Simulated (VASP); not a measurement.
Write the native input for VASP 6.6.1 that does the following.

| Quantity | Value |
| --- | --- |
| Task | electric field gradients |
| Functional | PBE |
| Potentials or basis | VASP PAW PBE potentials, release 64 (Cl) |
| Cutoff | 520 eV |
| k mesh | 9 × 9 × 4 |
| Occupations | fermi-dirac, width 0.05 eV |
| Spin | no spin polarisation |
| Dipole correction | no |
| Further INCAR settings | ALGO = Normal; EDIFF = 1e-08; NBANDS = 22 |

The structure of Cl lies in POSCAR:

```
Cl
1.0
    3.2642055900     -2.0574717550      0.0000000000
    3.2642055900      2.0574717550      0.0000000000
    0.0000000000      0.0000000000      8.4023954700
Cl
4
Direct
    0.8854753100      0.1145246900      0.6047529900
    0.1145246900      0.8854753100      0.3952470100
    0.6145246900      0.3854753100      0.1047529900
    0.3854753100      0.6145246900      0.8952470100
```

The input as run:

INCAR

```
SYSTEM = Cl
PREC = Accurate ; ENCUT = 520
EDIFF = 1E-8 ; ISMEAR = -1
SIGMA = 0.05 ; LREAL = .False.
LASPH = .True. ; NELM = 100
ALGO = Normal ; ISIF = 2
LWAVE = .False. ; LCHARG = .False.
GGA = PE ; LEFG = .True.
NBANDS = 22
```

KPOINTS

```
Automatic mesh
0
Gamma
  9 9 4
  0 0 0
```

Potentials or basis: VASP PAW PBE potentials, release 64 (Cl).

The run is started by

```console
$ cat potpaw_PBE.64/Cl/POTCAR > POTCAR
$ mpirun -np 1 vasp_std > vasp.out
```

It gave:

The pressure is 1.3 GPa and the largest force is 0.264 eV/Å. The band gap on the k mesh is 2.31 eV and the largest electric field gradient by atom is Cl +526.8 V/Å².

Caveat: this functional lacks dispersion, which holds the molecules together, so the pressure and a relaxed volume are unreliable; without QUAD_EFG the Cq values of the log hold for a quadrupole moment of 1 mb, not for the nuclei.

Run time: 3 min on 1 thread of Intel(R) Xeon(R) Platinum 8259CL CPU @ 2.50GHz (Skylake/Cascade Lake), with other jobs on the host, peak memory 0.29 GiB.
